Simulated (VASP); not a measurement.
# ZnRuC6N6 (Fm-3m) in VASP: single point with PBE

Aim: the single point of ZnRuC6N6 with PBE.

Everything below comes from runs of VASP 6.6.1. Logs are shortened: lines on timing, memory, paths and dates and some standing lists are left out, and cuts for length are marked.

## Step 1: The cell of the first run

The structure is cubic, space group Fm-3m (No. 225). The conventional cell has a = 10.147 Å, b = 10.147 Å, c = 10.147 Å, α = 90.00°, β = 90.00°, γ = 90.00°. Zn (site symmetry m-3m) has 6 N at 2.01 Å within 2.7 Å. Within 2.5 Å of Ru (site symmetry m-3m) lie 6 C at 1.90 Å. C (site symmetry 4mm) has 1 N at 1.17 Å within 1.6 Å. N (site symmetry 4mm) has 1 C at 1.17 Å within 1.6 Å.

## Step 2: Single point, PBE, collinear spin, ferromagnetic start

The input, INCAR:

```
SYSTEM = ZnRuC6N6
PREC = Accurate
ENCUT = 520
EDIFF = 1E-6
ISMEAR = 0
SIGMA = 0.1
LREAL = .FALSE.
LASPH = .TRUE.
NELM = 150
ALGO = Normal
ISIF = 2
LWAVE = .FALSE.
LCHARG = .TRUE.
ISPIN = 2
MAGMOM = 0 1 0 0 0 0 0 0 0 0 0 0 0 0
LORBIT = 11
LMAXMIX = 4
GGA = PE
LELF = .TRUE.
LVHAR = .TRUE.
NBANDS = 57
```

The input, KPOINTS:

```
Automatic mesh
0
G
  4 4 4
  0 0 0
```

The input, POSCAR:

```
ZnRuC6N6
1.0
    0.0000000000      5.0735000000      5.0735000000
    5.0735000000      0.0000000000      5.0735000000
    5.0735000000      5.0735000000      0.0000000000
Zn Ru C N
1 1 6 6
Direct
    0.5000000000      0.5000000000      0.5000000000
    0.0000000000      0.0000000000      0.0000000000
    0.8131467400      0.1868532600      0.1868532600
    0.1868532600      0.8131467400      0.1868532600
    0.1868532600      0.1868532600      0.8131467400
    0.1868532600      0.8131467400      0.8131467400
    0.8131467400      0.1868532600      0.8131467400
    0.8131467400      0.8131467400      0.1868532600
    0.6978417300      0.3021582700      0.3021582700
    0.3021582700      0.6978417300      0.3021582700
    0.3021582700      0.3021582700      0.6978417300
    0.3021582700      0.6978417300      0.6978417300
    0.6978417300      0.3021582700      0.6978417300
    0.6978417300      0.6978417300      0.3021582700
```

Potentials or basis: VASP PAW PBE potentials, release 64 (Zn, Ru_pv, C, N).

Started as:

```bash
$ cat potpaw_PBE.64/Zn/POTCAR potpaw_PBE.64/Ru_pv/POTCAR potpaw_PBE.64/C/POTCAR potpaw_PBE.64/N/POTCAR > POTCAR
$ mpirun -np 1 vasp_std > vasp.out
```

OUTCAR:

```text
SYSTEM = ZnRuC6N6
   PREC = Accurate
   ENCUT = 520
   EDIFF = 1E-6
   ISMEAR = 0
   LREAL = .FALSE.
   LASPH = .TRUE.
   NELM = 150
   ISIF = 2
   ISPIN = 2
   LORBIT = 11
   GGA = PE

 ion  position               nearest neighbor table
   1  0.500  0.500  0.500-   9 2.01  10 2.01  11 2.01  12 2.01  13 2.01  14 2.01
   2  0.000  0.000  0.000-   3 1.90   4 1.90   5 1.90   6 1.90   7 1.90   8 1.90
   3  0.813  0.187  0.187-   9 1.17   2 1.90
   4  0.187  0.813  0.187-  10 1.17   2 1.90
   5  0.187  0.187  0.813-  11 1.17   2 1.90
   6  0.187  0.813  0.813-  12 1.17   2 1.90
   7  0.813  0.187  0.813-  13 1.17   2 1.90
   8  0.813  0.813  0.187-  14 1.17   2 1.90
   9  0.698  0.302  0.302-   3 1.17   1 2.01
  10  0.302  0.698  0.302-   4 1.17   1 2.01
  11  0.302  0.302  0.698-   5 1.17   1 2.01
  12  0.302  0.698  0.698-   6 1.17   1 2.01
  13  0.698  0.302  0.698-   7 1.17   1 2.01
  14  0.698  0.698  0.302-   8 1.17   1 2.01

  LATTYP: Found a face centered cubic cell.
 ALAT       =    10.1470000000

  Lattice vectors:

 A1 = (   0.0000000000,   5.0735000000,   5.0735000000)
 A2 = (   5.0735000000,   0.0000000000,   5.0735000000)
 A3 = (   5.0735000000,   5.0735000000,   0.0000000000)

Analysis of symmetry for initial positions (statically):
=====================================================================
 Subroutine PRICEL returns:
 Original cell was already a primitive cell.

 Routine SETGRP: Setting up the symmetry group for a
 face centered cubic supercell.

 Subroutine GETGRP returns: Found 48 space group operations
 (whereof 48 operations were pure point group operations)
 out of a pool of 48 trial point group operations.

The static configuration has the point symmetry O_h .

Analysis of symmetry for dynamics (positions and initial velocities):
=====================================================================
 Subroutine PRICEL returns:
 Original cell was already a primitive cell.

 Routine SETGRP: Setting up the symmetry group for a
 face centered cubic supercell.

 Subroutine GETGRP returns: Found 48 space group operations
 (whereof 48 operations were pure point group operations)
 out of a pool of 48 trial point group operations.

The dynamic configuration has the point symmetry O_h .

Analysis of structural, dynamic, and magnetic symmetry:
=====================================================================
[... 612 lines left out ...]
     51       4.7235      0.00000
     52       4.7348      0.00000
 Fermi energy:        -2.4187820493

 spin component 2

 k-point     1 :       0.0000    0.0000    0.0000
  band No.  band energies     occupation
      1     -44.7092      1.00000
      2     -44.7092      1.00000
      3     -44.7092      1.00000
      4     -18.7128      1.00000
      5     -18.3982      1.00000
      6     -18.3982      1.00000
[... 429 lines left out ...]
     51       4.7660      0.00000
     52       4.9684      0.00000
 [bands above 52 left out]

------------------------ aborting loop because EDIFF is reached ----------------------------------------

  FORCE on cell =-STRESS in cart. coord.  units (eV):
  Direction    XX          YY          ZZ          XY          YZ          ZX
  --------------------------------------------------------------------------------------
  -------------------------------------------------------------------------------------
  Total       18.9303368     18.9303368     18.9303368      0.0000000     -0.0000000      0.0000000
  in kB      116.1223814    116.1223814    116.1223814      0.0000000     -0.0000000      0.0000000
  external PRESSURE =     116.1223814 kB  Pullay stress =       0.0000000 kB

 VOLUME and BASIS-vectors are now :
 -----------------------------------------------------------------------------
  energy-cutoff  :      520.00
  volume of cell :      261.19
      direct lattice vectors                 reciprocal lattice vectors
     0.000000000  5.073500000  5.073500000    -0.098551296  0.098551296  0.098551296
     5.073500000  0.000000000  5.073500000     0.098551296 -0.098551296  0.098551296
     5.073500000  5.073500000  0.000000000     0.098551296  0.098551296 -0.098551296

 POSITION                                       TOTAL-FORCE (eV/Angst)
 -----------------------------------------------------------------------------------
      5.07350      5.07350      5.07350         0.000000     -0.000000      0.000000
      0.00000      0.00000      0.00000         0.000000     -0.000000      0.000000
      1.89600      5.07350      5.07350         2.590237     -0.000000      0.000000
      5.07350      1.89600      5.07350         0.000000      2.590237      0.000000
      5.07350      5.07350      1.89600         0.000000     -0.000000      2.590237
      8.25100      5.07350      5.07350        -2.590237     -0.000000      0.000000
      5.07350      8.25100      5.07350         0.000000     -2.590237      0.000000
      5.07350      5.07350      8.25100         0.000000     -0.000000     -2.590237
      3.06600      5.07350      5.07350        -0.539311     -0.000000      0.000000
      5.07350      3.06600      5.07350         0.000000     -0.539311      0.000000
      5.07350      5.07350      3.06600         0.000000     -0.000000     -0.539311
      7.08100      5.07350      5.07350         0.539311     -0.000000      0.000000
      5.07350      7.08100      5.07350         0.000000      0.539311      0.000000
      5.07350      5.07350      7.08100         0.000000     -0.000000      0.539311
 -----------------------------------------------------------------------------------
    total drift:                                0.000000      0.000000      0.000000

  FREE ENERGIE OF THE ION-ELECTRON SYSTEM (eV)
  ---------------------------------------------------
  free  energy   TOTEN  =      -107.4220035348 eV

  energy  without entropy=     -107.3748656022  energy(sigma->0) =     -107.39843457

 total charge

# of ion       s       p       d       tot
------------------------------------------
    1        0.429   0.591   9.914  10.934
    2        0.524   6.763   6.048  13.335
    3        0.967   1.681   0.000   2.648
    4        0.967   1.681   0.000   2.648
    5        0.967   1.681   0.000   2.648
    6        0.967   1.681   0.000   2.648
    7        0.967   1.681   0.000   2.648
    8        0.967   1.681   0.000   2.648
    9        1.317   2.561   0.000   3.878
   10        1.317   2.561   0.000   3.878
   11        1.317   2.561   0.000   3.878
   12        1.317   2.561   0.000   3.878
   13        1.317   2.561   0.000   3.878
   14        1.317   2.561   0.000   3.878
--------------------------------------------------
tot         14.655  32.806  15.962  63.423

 magnetization (x)

# of ion       s       p       d       tot
------------------------------------------
    1       -0.004  -0.007   0.072   0.061
    2        0.004   0.018   0.892   0.914
    3       -0.004  -0.014   0.000  -0.018
    4       -0.004  -0.014   0.000  -0.018
    5       -0.004  -0.014   0.000  -0.018
    6       -0.004  -0.014   0.000  -0.018
    7       -0.004  -0.014   0.000  -0.018
    8       -0.004  -0.014   0.000  -0.018
    9        0.006   0.128   0.000   0.134
   10        0.006   0.128   0.000   0.134
   11        0.006   0.128   0.000   0.134
   12        0.006   0.128   0.000   0.134
   13        0.006   0.128   0.000   0.134
   14        0.006   0.128   0.000   0.134
--------------------------------------------------
tot          0.012   0.696   0.964   1.673
```

OSZICAR:

```text
N       E                     dE             d eps       ncg     rms          rms(c)
DAV:   1     0.662402438217E+03    0.66240E+03   -0.38075E+04  1968   0.130E+03
DAV:   2    -0.404411404965E+02   -0.70284E+03   -0.66449E+03  2216   0.344E+02
[... 12 lines left out ...]
DAV:  15    -0.107422178227E+03    0.14994E-03   -0.30661E-04  1932   0.365E-01    0.527E-02
DAV:  16    -0.107422068402E+03    0.10982E-03   -0.12836E-04  1919   0.594E-02    0.256E-02
DAV:  17    -0.107422019554E+03    0.48848E-04   -0.31701E-05  2189   0.116E-01    0.334E-02
DAV:  18    -0.107422007714E+03    0.11839E-04   -0.11693E-05  1841   0.299E-02    0.192E-02
DAV:  19    -0.107422003651E+03    0.40630E-05   -0.37859E-06  1873   0.419E-02    0.232E-03
DAV:  20    -0.107422003535E+03    0.11641E-06   -0.18035E-06  1632   0.664E-03
   1 F= -.10742200E+03 E0= -.10739843E+03  d E =-.471379E-01  mag=     1.9881
```

Run time: 8.1 min. Hardware: 1 thread of AMD EPYC 7R43 (Zen 3), shared host; peak memory 0.57 GiB.

What came out:

| Quantity | Value |
| --- | --- |
| Free energy | -107.4220 eV |
| Pressure | 11.6 GPa |
| Largest force | 2.590 eV/Å |
| Band gap on the k mesh | zero (filled and empty bands overlap) |
| Net moment | 1.99 μB per cell |
| Site moments | Zn +0.06; Ru +0.91; C -0.02; N +0.13 μB |
| Valence electrons inside the program's atomic spheres | Zn 10.93; Ru 13.34; C 2.65; N 3.88 |

Forces on the atoms (eV/Å):
```
Zn   0.000  0.000  0.000
Ru   0.000  0.000  0.000
C    2.590  0.000  0.000
C    0.000  2.590  0.000
C    0.000  0.000  2.590
C   -2.590  0.000  0.000
C    0.000 -2.590  0.000
C    0.000  0.000 -2.590
N   -0.539  0.000  0.000
N    0.000 -0.539  0.000
N    0.000  0.000 -0.539
N    0.539  0.000  0.000
N    0.000  0.539  0.000
N    0.000  0.000  0.539
```

Levels at points of the mesh, in eV from the Fermi level:
Spin up:
```tsv
k point	band 38	band 39	band 40	band 41	band 42	band 43	band 44	band 45
(0.00, 0.00, 0.00)	-0.78	-0.78	-0.67	-0.67	5.72	5.72	5.72	6.27
(0.50, 0.00, 0.00)	-0.52	-0.52	-0.15	-0.15	5.39	5.69	5.69	6.45
(0.50, 0.50, 0.00)	-0.67	-0.52	-0.21	-0.21	5.58	5.98	5.98	6.10
```
Spin down:
| k point | band 35 | band 36 | band 37 | band 38 | band 39 | band 40 | band 41 | band 42 | band 43 | band 44 |
| --- | --- | --- | --- | --- | --- | --- | --- | --- | --- | --- |
| (0.00, 0.00, 0.00) | -1.17 | -1.17 | -0.48 | -0.48 | -0.24 | -0.24 | -0.24 | 5.81 | 5.81 | 5.81 |
| (0.50, 0.00, 0.00) | -1.41 | -1.41 | -0.01 | 0.02 | 0.02 | 0.04 | 0.04 | 5.46 | 5.77 | 5.77 |
| (0.50, 0.50, 0.00) | -1.17 | -0.96 | -0.48 | -0.34 | -0.25 | 0.34 | 0.34 | 5.67 | 6.09 | 6.09 |

Caveat: the cell stands under pressure; forces of over 1 eV/Å act on the atoms, so gaps and moduli don't describe the material at rest.
